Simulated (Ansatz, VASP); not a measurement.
**BP in VASP and in Ansatz**

```xyz
2
Lattice="0.0000 2.2538 2.2538 2.2538 0.0000 2.2538 2.2538 2.2538 0.0000" Properties=species:S:1:pos:R:3 pbc="T T T"
B     0.0000    0.0000    0.0000
P     3.3807    3.3807    3.3807
```

Change from the starting cell: volume scaled by 0.98, PAW files.

Alike in both runs: task electric field gradients; functional PBE; k mesh 15 × 15 × 15; occupations fermi-dirac, width 0.05 eV; no spin polarisation.

```csv
,VASP,Ansatz
version,VASP 6.6.1,Ansatz 0.2.0
potentials or method,"VASP PAW PBE potentials, release 64 (B, P)","PAW with Ansatz's default frozen-core files, scalar-relativistic"
plane-wave cutoff (eV),520,420
valence electrons in the cell,8,8
```

```csv
,VASP,Ansatz,Ansatz less VASP
pressure (GPa),4.4,4.6,+0.25
```
